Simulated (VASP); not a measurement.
Runs of VASP 6.6.1 on PbS (rocksalt type). The structure is that of space group Fm-3m (No. 225), or close to it. The cells are those of the table. 

| task | cell | cutoff (eV) | gap on the mesh (eV) | pressure (GPa) |
| --- | --- | --- | --- | --- |
| single point | a = 4.174 Å, angles 60.0°, 2 atoms | 520 | 0.20 | 0.0 |
| single point | a = 3.597 Å, angles 60.0°, 2 atoms | 520 | none | 67.0 |
| single point | a = 4.000 Å, angles 60.0°, 2 atoms | 520 | 0.35 | (c) |
| single point | a = 3.741 Å, angles 60.0°, 2 atoms | 520 | 0.17 | (b) |
| single point | a = 4.089 Å, angles 60.0°, 2 atoms | 520 | 0.06 | 4.2 |
| single point | a = 3.420 Å, angles 60.0°, 2 atoms | 520 | none | 121.5 |
| single point | a = 3.875 Å, angles 60.0°, 2 atoms | 520 | 0.16 | 21.3 |
| relaxation of cell and atoms | relaxed from a = 3.809 Å, angles 60.0°, 2 atoms | 600 | (a) | 0.0 |

Alike in all rows: level PBEsol; potentials or basis VASP PAW PBE potentials, release 64 (Pb_d, S); no spin polarisation; k mesh 14 × 14 × 14; smearing fermi-dirac 0.1 eV.

Question: Fill in the values left out.

Answer: (a) 0.19; (b) 38.9; (c) 10.0.

Caveats: the PAW data sets were made with another functional, which shifts forces and pressure a little; spin-orbit coupling is left out, which moves the levels of the heavy elements; the cell stands under pressure (at least some runs); semilocal functionals underestimate gaps, so a narrow gap can read as zero (at least some runs).

A k mesh can miss the band edges, and the runs leave out spin-orbit coupling on Pb.

A gap of «none» marks levels without a gap at the run's occupations.
